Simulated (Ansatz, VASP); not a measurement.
One calculation of AlGaN2, two programs

INCAR

```
SYSTEM = AlGaN2
ALGO = Normal ; EDIFF = 1E-6
EDIFFG = -0.01 ; ENCUT = 520
GGA = CA ; IBRION = 2
ISIF = 2 ; ISMEAR = 0
LASPH = .True. ; LCHARG = .False.
LREAL = .False. ; LWAVE = .False.
NELM = 100 ; NSW = 50
PREC = Accurate ; SIGMA = 0.05
```

File KPOINTS:

```
k-points
0
Gamma
  8 8 6
  0 0 0
```

File POSCAR:

```
AlGaN2
1.0
    3.0731505336      0.0000000000      0.0000000000
    0.0000000000      3.0731505336      0.0000000000
    0.0000000000      0.0000000000      4.3247459381
Al Ga N
1 1 2
Direct
    0.5000000000      0.5000000000      0.5000000000
    0.0000000000      0.0000000000      0.0000000000
    0.5000000000      0.0000000000      0.7400738390
    0.0000000000      0.5000000000      0.2599261610
```

Input for Ansatz:

```yaml
crystal:
  lattice:
    - [3.0731505336, 0.0, 0.0]
    - [0.0, 3.0731505336, 0.0]
    - [0.0, 0.0, 4.3247459381]
  atoms:
    - { symbol: Al, position: [0.5, 0.5, 0.5] }
    - { symbol: Ga, position: [0.0, 0.0, 0.0] }
    - { symbol: "N", position: [0.5, 0.0, 0.740073839] }
    - { symbol: "N", position: [0.0, 0.5, 0.259926161] }
basis:
  ecutwfc: 520.0
kpoints:
  mp_grid: { grid: [8, 8, 6] }
hamiltonian:
  xc: lda
  pseudopotentials: { kind: paw, azcp: { folder: soft_1 } }
scf:
  occupations: { method: gaussian, width: 0.05 }
output:
  forces: true
  stress: true
  eigenvalues: true
relax:
  adjacent_minimum: "off"
  f_tol: 0.01
  max_steps: 30
```

Alike in both runs: task relaxation of the atoms; functional LDA; k mesh 8 × 8 × 6; occupations gaussian, width 0.05 eV; no spin polarisation.

|  | VASP | Ansatz |
| --- | --- | --- |
| version | VASP 6.6.1 | Ansatz 0.2.0 |
| potentials or method | VASP PAW LDA potentials, release 64 (Al, Ga_d, N), cutoff 520 eV | scalar-relativistic, plane waves, PAW |
| valence electrons in the cell | 26 | 26 |

Ansatz gave:

| Item | Value |
| --- | --- |
| gap on the k mesh at the Fermi level, each at its own relaxed structure (eV) | 3.27 |

**Question.** What did VASP give for the same quantities?

**Answer.** gap on the k mesh at the Fermi level, each at its own relaxed structure (eV): 3.26.

Ansatz warns that its potentials were made for another functional, while VASP's fit it. LDA's correlation is that of Perdew and Zunger in VASP and of Perdew and Wang (1992) in Ansatz. Ansatz's warnings: stress scf threshold loose.
